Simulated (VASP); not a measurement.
Write the native input for VASP 6.6.1 that does the following.

- Task: single point
- Functional: LDA
- Potentials or basis: VASP PAW LDA potentials, release 64 (Pd, O, Co)
- Cutoff: 520 eV
- k mesh: 11 × 11 × 1
- Occupations: fermi-dirac, width 0.05 eV
- Spin: collinear spin, ferromagnetic start
- Starting moments: [0.0, 0.0, 0.0, 0.0, 2.0] μB
- Dipole correction: no
- Further INCAR settings: ALGO = Normal; EDIFF = 1e-07; NBANDS = 32

The structure of CoPd2O2 lies in POSCAR:

```
CoPd2O2
1.0
    2.8449990154      0.0000000000      0.0000000000
   -1.4224995077      2.4638414211      0.0000000000
    0.0000000000      0.0000000000     20.9600000000
Pd O Co
2 2 1
Direct
    0.6666666667      0.3333333333      0.3578244275
    0.3333333333      0.6666666667      0.6421755725
    0.6666666667      0.3333333333      0.4534943702
    0.3333333333      0.6666666667      0.5465056298
    0.0000000000      0.0000000000      0.5000000000
```

The input as run:

INCAR

```
PREC = Accurate ; ENCUT = 520
EDIFF = 1E-7 ; ISMEAR = -1
SIGMA = 0.05 ; LREAL = F
LASPH = T ; NELM = 150
ALGO = Normal ; ISIF = 2
LWAVE = F ; LCHARG = T
ISPIN = 2 ; MAGMOM = 0 0 0 0 2
LORBIT = 11 ; LMAXMIX = 4
GGA = CA ; LELF = T
LVHAR = T ; NBANDS = 32
```

KPOINTS

```
regular mesh
0
Gamma
  11 11 1
```

Potentials or basis: VASP PAW LDA potentials, release 64 (Pd, O, Co).

Launch:

```sh
$ cat potpaw_LDA.64/Pd/POTCAR potpaw_LDA.64/O/POTCAR potpaw_LDA.64/Co/POTCAR > POTCAR
$ mpirun -np 1 vasp_std > vasp.out
```

Results of the run:

```yaml
Largest_force: 0.640 eV/Å
Net_moment: 0.69 μB per cell
Site_moments: Pd +0.21; O +0.04; Co +0.16 μB
Valence_electrons_inside_the_program's_atomic_spheres: Pd 9.23; O 4.94; Co 8.42
```

It took 18 min on 1 thread of AMD EPYC 7R13, on a shared host, peak memory 0.31 GiB.
